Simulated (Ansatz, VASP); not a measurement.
# Ba2Sc in VASP and in Ansatz

INCAR

```
  ALGO = Normal
  EDIFF = 1E-6
  EDIFFG = -0.04
  ENCUT = 600
  GGA = PE
  IBRION = 2
  ISIF = 3
  ISMEAR = 0
  LASPH = True
  LCHARG = False
  LREAL = False
  LWAVE = False
  NELM = 100
  NSW = 90
  PREC = Accurate
  SIGMA = 0.1
```

File KPOINTS:

```
k-points
0
Gamma
  6 6 6
```

POSCAR

```
Ba2Sc
1.0
   -2.4766483272      2.4766483272      4.0619579247
    2.4766483272     -2.4766483272      4.0619579247
    2.4766483272      2.4766483272     -4.0619579247
Ba Sc
2 1
Direct
    0.5930000000      0.5930000000      0.0000000000
    0.4070000000      0.4070000000      0.0000000000
    0.0000000000      0.0000000000      0.0000000000
```

Input for Ansatz:

```yaml
crystal:
  lattice:
    - [-2.4766483272, 2.4766483272, 4.0619579247]
    - [2.4766483272, -2.4766483272, 4.0619579247]
    - [2.4766483272, 2.4766483272, -4.0619579247]
  atoms:
    - { symbol: Ba, position: [0.593, 0.593, 0.0] }
    - { symbol: Ba, position: [0.407, 0.407, 0.0] }
    - { symbol: Sc, position: [0.0, 0.0, 0.0] }
basis:
  ecutwfc: 420
kpoints:
  mp_grid: { grid: [6, 6, 6] }
hamiltonian:
  xc: pbe
scf:
  occupations: { method: gaussian, width: 0.1 }
  lower_state_search: "off"
output:
  forces: true
  stress: true
  eigenvalues: true
relax:
  adjacent_minimum: "off"
  f_tol: 0.04
  max_steps: 70
  cell: { stress_tol: 0.4 }
```

Alike in both runs: task relaxation of cell and atoms; functional PBE; k mesh 6 × 6 × 6; occupations gaussian, width 0.1 eV; no spin polarisation.

|  | VASP | Ansatz |
| --- | --- | --- |
| version | VASP 6.6.1 | Ansatz 0.2.0 |
| potentials or method | VASP PAW PBE potentials, release 64 (Ba_sv, Sc_sv), cutoff 600 eV | scalar-relativistic, plane waves, PAW |
| valence electrons in the cell | 31 | 31 |

VASP gave:

```
gap on the k mesh at the Fermi level, each at its own relaxed structure (eV) : none
relaxed volume (Å³/atom)                                                     : 45.85
relaxed length of the cell vector where the two differ most in proportion (Å)              : 7.753
```

Question: Estimate Ansatz's values.

Answer: gap on the k mesh at the Fermi level, each at its own relaxed structure (eV): none; relaxed volume (Å³/atom): 45.18; relaxed length of the cell vector where the two differ most in proportion (Å): 7.742.

A gap of «none» marks a metal or a gap that the smearing closes.

Spin-orbit coupling is off throughout. Noted on VASP's run: the volume moved by over 15 % at a fixed basis, so the end points are rough.
